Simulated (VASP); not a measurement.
# P (Pm-3m) in VASP: further runs

P is run at these levels: PBE; tasks: single point.

Everything below comes from runs of VASP 6.6.1. Logs are shortened: lines on timing, memory, paths and dates and some standing lists are left out, and cuts for length are marked.

**1. The cell of the first run**

It takes space group Pm-3m (No. 221, cubic). The conventional cell has a = 2.507 Å, b = 2.507 Å, c = 2.507 Å, α = 90.00°, β = 90.00°, γ = 90.00°. P (site symmetry m-3m) has 6 P at 2.51 Å within 3.3 Å.

**2. Single point, PBE (volume scaled by 1.08)**

The input, INCAR:

```
SYSTEM = P
  ALGO = Normal
  EDIFF = 1E-6
  ENCUT = 520
  GGA = PE
  ISIF = 2
  ISMEAR = -1
  LASPH = .True.
  LCHARG = .False.
  LREAL = .False.
  LWAVE = .False.
  NBANDS = 8
  NELM = 60
  PREC = Accurate
  SIGMA = 0.1
```

The input, KPOINTS:

```
k-points
0
Gamma
  14 14 14
  0 0 0
```

The input, POSCAR:

```
P
1.0
    2.5071667069      0.0000000000      0.0000000000
    0.0000000000      2.5071667069      0.0000000000
    0.0000000000      0.0000000000      2.5071667069
P
1
Direct
    0.0000000000      0.0000000000      0.0000000000
```

Potentials or basis: VASP PAW PBE potentials, release 64 (P).

The run is started by

```console
cat potpaw_PBE.64/P/POTCAR > POTCAR
mpirun -np 1 vasp_std > vasp.out
```

OUTCAR:

```text
SYSTEM = P
   EDIFF = 1E-6
   ENCUT = 520
   GGA = PE
   ISIF = 2
   ISMEAR = -1
   LASPH = .True.
   LREAL = .False.
   NELM = 60
   PREC = Accurate

 ion  position               nearest neighbor table
   1  0.000  0.000  0.000-

  LATTYP: Found a simple cubic cell.
 ALAT       =     2.5071667069

  Lattice vectors:

 A1 = (   2.5071667069,   0.0000000000,   0.0000000000)
 A2 = (   0.0000000000,   2.5071667069,   0.0000000000)
 A3 = (   0.0000000000,   0.0000000000,   2.5071667069)

Analysis of symmetry for initial positions (statically):
=====================================================================
 Subroutine PRICEL returns:
 Original cell was already a primitive cell.

 Routine SETGRP: Setting up the symmetry group for a
 simple cubic supercell.

 Subroutine GETGRP returns: Found 48 space group operations
 (whereof 48 operations were pure point group operations)
 out of a pool of 48 trial point group operations.

The static configuration has the point symmetry O_h .

Analysis of symmetry for dynamics (positions and initial velocities):
=====================================================================
 Subroutine PRICEL returns:
 Original cell was already a primitive cell.

 Routine SETGRP: Setting up the symmetry group for a
 simple cubic supercell.

 Subroutine GETGRP returns: Found 48 space group operations
 (whereof 48 operations were pure point group operations)
 out of a pool of 48 trial point group operations.

The dynamic configuration has the point symmetry O_h .

 Subroutine INISYM returns: Found 48 space group operations
 (whereof 48 operations are pure point group operations),
 and found     1 'primitive' translations

----------------------------------------------------------------------------------------

                                     Primitive cell

  volume of cell :      15.7598

  direct lattice vectors                    reciprocal lattice vectors
     2.507166707  0.000000000  0.000000000     0.398856605  0.000000000  0.000000000
     0.000000000  2.507166707  0.000000000     0.000000000  0.398856605  0.000000000
     0.000000000  0.000000000  2.507166707     0.000000000  0.000000000  0.398856605

  length of vectors
     2.507166707  2.507166707  2.507166707     0.398856605  0.398856605  0.398856605

  position of ions in fractional coordinates (direct lattice)
     0.000000000  0.000000000  0.000000000

  ion indices of the primitive-cell ions
   primitive index   ion index
                 1           1

----------------------------------------------------------------------------------------

 KPOINTS: k-points

Automatic generation of k-mesh.
 Grid dimensions read from file:
 generate k-points for:   14   14   14

 Generating k-lattice:

  Cartesian coordinates                     Fractional coordinates (reciprocal lattice)
     0.028489757  0.000000000  0.000000000     0.071428571  0.000000000  0.000000000
     0.000000000  0.028489757  0.000000000     0.000000000  0.071428571  0.000000000
     0.000000000  0.000000000  0.028489757     0.000000000  0.000000000  0.071428571

  Length of vectors
     0.028489757  0.028489757  0.028489757

  Shift w.r.t. Gamma in fractional coordinates (k-lattice)
     0.000000000  0.000000000  0.000000000

 Subroutine IBZKPT returns following result:
 ===========================================

 Found    120 irreducible k-points:

 Following reciprocal coordinates:
            Coordinates               Weight
  0.000000  0.000000  0.000000      1.000000
  0.071429  0.000000  0.000000      6.000000
  0.142857  0.000000  0.000000      6.000000
  0.214286  0.000000  0.000000      6.000000
  0.285714  0.000000  0.000000      6.000000
  0.357143  0.000000  0.000000      6.000000
[... 16 lines left out ...]
  0.285714  0.214286  0.000000     24.000000
  0.357143  0.214286  0.000000     24.000000
 [... further k-points ...]
   k-points           NKPTS =    120   k-points in BZ     NKDIM =    120   number of bands    NBANDS=      8
   number of dos      NEDOS =    301   number of ions     NIONS =      1
   total plane-waves  NPLWV =   8000
   dimension x,y,z NGX =    20 NGY =   20 NGZ =   20
   dimension x,y,z NGXF=    40 NGYF=   40 NGZF=   40
   ions per type =               1
   NGX,Y,Z   is equivalent  to a cutoff of  13.26, 13.26, 13.26 a.u.
   NGXF,Y,Z  is equivalent  to a cutoff of  26.52, 26.52, 26.52 a.u.
 SYSTEM =  P
   PREC   = accura    normal or accurate (medium, high low for compatibility)
   ISTART =      0    job   : 0-new  1-cont  2-samecut
   ICHARG =      2    charge: 1-file 2-atom 10-const
   ISPIN  =      1    spin polarized calculation?
   LNONCOLLINEAR =      F non collinear calculations
   LSORBIT =      F    spin-orbit coupling
   LASPH  =      T    aspherical Exc in radial PAW
   ENCUT  =  520.0 eV  38.22 Ry    6.18 a.u.   4.66  4.66  4.66*2*pi/ulx,y,z
   NELM   =     60;   NELMIN=  2; NELMDL= -5     # of ELM steps
   EDIFF  = 0.1E-05   stopping-criterion for ELM
   LREAL  =      F    real-space projection
   EDIFFG = 0.1E-04   stopping-criterion for IOM
   NSW    =      0    number of steps for IOM
   IBRION =     -1    ionic relax: 0-MD 1-quasi-New 2-CG
   NFREE  =      0    steps in history (QN), initial steepest desc. (CG)
   ISIF   =      2    stress and relaxation
   ISYM   =      2    0-nonsym 1-usesym 2-fastsym
   POTIM  = 0.5000    time-step for ionic-motion
   TEBEG  =    0.0;   TEEND  =   0.0 temperature during run
   PSTRESS=    0.0 pullay stress
   NELECT =       5.0000    total number of electrons
   NUPDOWN=      -1.0000    fix difference up-down
   EMIN   =  10.00;   EMAX   =-10.00  energy-range for DOS
   EFERMI =   0.00;   METHOD = LEGACY
   ISMEAR =    -1;   SIGMA  =   0.10  broadening in eV -4-tet -1-fermi 0-gaus
   EFERMI_NEDOS =   21; number of points for ismear=-14 and -15
   IALGO  =     38    algorithm
   IMIX   =      4    mixing-type and parameters
     AMIX     =   0.40;   BMIX     =  1.00
     AMIX_MAG =   1.60;   BMIX_MAG =  1.00
  volume/ion in A,a.u.               =      15.76       106.35
  Fermi-wavevector in a.u.,A,eV,Ry     =   1.116559  2.109990 16.962433  1.246704
  Thomas-Fermi vector in A             =   2.253174
   LORBIT       =      0    0 simple, 1 ext, 2 COOP (PROOUT), +10 PAW based schemes
   GGA     = PE    functional components
   LHFCALC =     F    Hartree Fock is set to
   AEXX    =    0.0000 exact exchange contribution
   IVDW    =     0    specifies the selected vdW correction
   LEPSILON=     F    determine dielectric tensor
   LRPA    =     F    only Hartree local field effects (RPA)
 non-spin polarized calculation
  energy-cutoff  :      520.00
  volume of cell :       15.76
 maximum number of plane-waves:       449
 NGX is ok and might be reduce to    20
   NGX =  9   NGY =  9   NGZ =  9

 number of electron       4.9999999 magnetization

 Free energy of the ion-electron system (eV)
  ---------------------------------------------------
  ext. energy  EPLUGINS =         0.00000000
  ---------------------------------------------------
  free energy    TOTEN  =        -5.25684104 eV

  energy without entropy =       -5.24488738  energy(sigma->0) =       -5.25086421

 E-fermi :   8.5015     XC(G=0): -10.9294

 val. band max:        8.4570352250   @ k =   0.5000   0.2857   0.2143
 cond. band min:       8.5100287048   @ k =   0.2857   0.2143   0.0714
 fundamental gap:      0.0529934797
 Fermi energy:         8.5014642448

 k-point     1 :       0.0000    0.0000    0.0000
  band No.  band energies     occupation
      1      -7.1659      2.00000
      2      13.1528      0.00000
      3      13.1528      0.00000
      4      13.1528      0.00000
      5      15.4635      0.00000
      6      15.4635      0.00000
      7      21.9128      0.00000
      8      31.9637      0.00000

 k-point     2 :       0.0714    0.0000    0.0000
  band No.  band energies     occupation
      1      -7.0569      2.00000
      2      11.5099      0.00000
      3      13.2372      0.00000
      4      13.2372      0.00000
      5      15.5507      0.00000
      6      16.9632      0.00000
      7      22.3023      0.00000
      8      31.1401      0.00000

 k-point     3 :       0.1429    0.0000    0.0000
  band No.  band energies     occupation
      1      -6.7318      2.00000
      2       9.1307      0.00369
      3      13.4860      0.00000
      4      13.4860      0.00000
      5      15.8063      0.00000
      6      18.7836      0.00000
      7      23.5640      0.00000
      8      29.3763      0.00000

 k-point     4 :       0.2143    0.0000    0.0000
  band No.  band energies     occupation
      1      -6.1978      2.00000
      2       6.8079      2.00000
      3      13.8849      0.00000
      4      13.8849      0.00000
      5      16.2098      0.00000
      6      20.1293      0.00000
      7      25.5320      0.00000
      8      27.4303      0.00000

 k-point     5 :       0.2857    0.0000    0.0000
  band No.  band energies     occupation
      1      -5.4717      2.00000
      2       4.6544      2.00000
      3      14.4014      0.00000
      4      14.4014      0.00000
      5      16.7187      0.00000
      6      21.2561      0.00000
      7      25.6081      0.00000
      8      25.6081      0.00000

 k-point     6 :       0.3571    0.0000    0.0000
  band No.  band energies     occupation
      1      -4.5960      2.00000
      2       2.7452      2.00000
      3      14.9685      0.00000
      4      14.9685      0.00000
      5      17.2547      0.00000
      6      22.3954      0.00000
      7      24.0734      0.00000
      8      24.0734      0.00000

 k-point     7 :       0.4286    0.0000    0.0000
  band No.  band energies     occupation
      1      -3.7040      2.00000
      2       1.2285      2.00000
      3      15.4534      0.00000
      4      15.4534      0.00000
      5      17.6881      0.00000
      6      22.9973      0.00000
      7      22.9973      0.00000
      8      23.6158      0.00000

 k-point     8 :       0.5000    0.0000    0.0000
  band No.  band energies     occupation
      1      -3.2406      2.00000
      2       0.5561      2.00000
      3      15.6549      0.00000
      4      15.6549      0.00000
      5      17.8596      0.00000
      6      22.5973      0.00000
      7      22.5973      0.00000
      8      24.6307      0.00000

 k-point     9 :       0.0714    0.0714    0.0000
  band No.  band energies     occupation
      1      -6.9479      2.00000
      2      11.3059      0.00000
      3      11.9527      0.00000
      4      13.3214      0.00000
      5      16.3854      0.00000
      6      17.6993      0.00000
      7      22.6240      0.00000
      8      30.2686      0.00000

 k-point    10 :       0.1429    0.0714    0.0000
  band No.  band energies     occupation
      1      -6.6229      2.00000
      2       9.1930      0.00198
      3      11.9717      0.00000
      4      13.5699      0.00000
      5      16.8324      0.00000
      6      19.4202      0.00000
      7      23.6894      0.00000
      8      28.4953      0.00000
[... 78 lines left out ...]
 k-point    18 :       0.2857    0.1429    0.0000
  band No.  band energies     occupation
      1      -5.0388      2.00000
      2       5.0228      2.00000
      3      10.6534      0.00000
      4      14.7255      0.00000
      5      18.8287      0.00000
      6      21.5667      0.00000
      7      24.2058      0.00000
      8      25.9210      0.00000

 k-point    19 :       0.3571    0.1429    0.0000
  band No.  band energies     occupation
      1      -4.1630      2.00000
      2       3.1306      2.00000
      3      11.2919      0.00000
      4      15.2872      0.00000
      5      19.1983      0.00000
      6      20.3547      0.00000
      7      24.3986      0.00000
      8      25.0768      0.00000

 k-point    20 :       0.4286    0.1429    0.0000
  band No.  band energies     occupation
      1      -3.2692      2.00000
      2       1.6194      2.00000
      3      11.8624      0.00000
      4      15.7666      0.00000
      5      18.6320      0.00000
      6      20.3237      0.00000
      7      23.3318      0.00000
      8      25.8926      0.00000

 k-point    21 :       0.5000    0.1429    0.0000
  band No.  band energies     occupation
      1      -2.8032      2.00000
      2       0.9467      2.00000
      3      12.1080      0.00000
      4      15.9654      0.00000
      5      18.2509      0.00000
      6      20.4854      0.00000
      7      22.9356      0.00000
      8      26.3862      0.00000

 k-point    22 :       0.2143    0.2143    0.0000
  band No.  band energies     occupation
      1      -5.2314      2.00000
      2       7.1168      2.00000
      3       8.2912      1.78232
      4      14.6054      0.00000
      5      18.8292      0.00000
      6      21.5816      0.00000
      7      24.8980      0.00000
      8      27.6137      0.00000

 k-point    23 :       0.2857    0.2143    0.0000
  band No.  band energies     occupation
      1      -4.5059      2.00000
      2       5.4394      2.00000
      3       8.4386      1.30434
      4      15.1126      0.00000
      5      18.7007      0.00000
      6      20.5084      0.00000
      7      26.2861      0.00000
      8      26.4340      0.00000

 k-point    24 :       0.3571    0.2143    0.0000
  band No.  band energies     occupation
      1      -3.6295      2.00000
      2       3.5930      2.00000
      3       9.0718      0.00665
      4      15.6677      0.00000
      5      17.4281      0.00000
      6      20.8436      0.00000
      7      24.7799      0.00000
      8      27.1562      0.00000

 [... further k-points ...]

------------------------ aborting loop because EDIFF is reached ----------------------------------------

  FORCE on cell =-STRESS in cart. coord.  units (eV):
  Direction    XX          YY          ZZ          XY          YZ          ZX
  --------------------------------------------------------------------------------------
  -------------------------------------------------------------------------------------
  Total       -0.6482392     -0.6482392     -0.6482392     -0.0000000     -0.0000000      0.0000000
  in kB      -65.9016434    -65.9016434    -65.9016434     -0.0000000     -0.0000000      0.0000000
  external PRESSURE =     -65.9016434 kB  Pullay stress =       0.0000000 kB

 VOLUME and BASIS-vectors are now :
 -----------------------------------------------------------------------------
  energy-cutoff  :      520.00
  volume of cell :       15.76
      direct lattice vectors                 reciprocal lattice vectors
     2.507166707  0.000000000  0.000000000     0.398856605  0.000000000  0.000000000
     0.000000000  2.507166707  0.000000000     0.000000000  0.398856605  0.000000000
     0.000000000  0.000000000  2.507166707     0.000000000  0.000000000  0.398856605

 POSITION                                       TOTAL-FORCE (eV/Angst)
 -----------------------------------------------------------------------------------
      0.00000      0.00000      0.00000         0.000000      0.000000      0.000000
 -----------------------------------------------------------------------------------
    total drift:                                0.000000     -0.000000      0.000000

  FREE ENERGIE OF THE ION-ELECTRON SYSTEM (eV)
  ---------------------------------------------------
  free  energy   TOTEN  =        -5.2568410390 eV

  energy  without entropy=       -5.2448873806  energy(sigma->0) =       -5.25086421
```

Run time: 7.8 s. Hardware: 1 thread of AMD EPYC 7R13 (Zen 3), shared host; peak memory 0.09 GiB.

What came out:

```yaml
Free_energy: -5.2568 eV
Pressure: -6.6 GPa
```

(Part 1 of 2 ends here.)
